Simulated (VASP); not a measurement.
Set up this calculation in VASP 6.6.1, as the native input.

```
Task                   : single point
Functional             : PBE
Potentials or basis    : VASP PAW PBE potentials, release 64 (Si)
Cutoff                 : 520 eV
k mesh                 : 2 × 2 × 2
Occupations            : gaussian, width 0.1 eV
Spin                   : no spin polarisation
Dipole correction      : no
Further INCAR settings : ALGO = Normal; EDIFF = 1e-06; NBANDS = 26
```

The structure of Si lies in POSCAR:

```
Si
1.0
   -3.3109000000      3.3109000000      3.3109000000
    3.3109000000     -3.3109000000      3.3109000000
    3.3109000000      3.3109000000     -3.3109000000
Si
8
Direct
    0.2060000000      0.2060000000      0.2060000000
    0.5000000000      0.0000000000      0.2940000000
    0.2940000000      0.5000000000      0.0000000000
    0.0000000000      0.2940000000      0.5000000000
    0.7940000000      0.7940000000      0.7940000000
    0.5000000000      0.0000000000      0.7060000000
    0.7060000000      0.5000000000      0.0000000000
    0.0000000000      0.7060000000      0.5000000000
```

These files were run (other wordings do the same):

INCAR

```
PREC = Accurate
ENCUT = 520
EDIFF = 1E-6
ISMEAR = 0
SIGMA = 0.1
LREAL = False
LASPH = True
NELM = 80
ALGO = Normal
ISIF = 2
LWAVE = False
LCHARG = False
GGA = PE
NBANDS = 26
```

KPOINTS

```
regular mesh
0
Gamma
  2 2 2
```

Potentials or basis: VASP PAW PBE potentials, release 64 (Si).

Run with:

```bash
$ cat potpaw_PBE.64/Si/POTCAR > POTCAR
$ mpirun -np 1 vasp_std > vasp.out
```

Results of the run:

```json
{
 "Pressure": "2.1 GPa",
 "Largest force": "0.231 eV/Å",
 "Band gap on the k mesh": "zero (filled and empty bands touch)"
}
```

Caveat: the k points lie up to 0.67 Å⁻¹ apart.

Run time: 10 s on 1 thread of Intel(R) Xeon(R) 6975P-C (Granite Rapids) (shared host), peak memory 0.29 GiB.
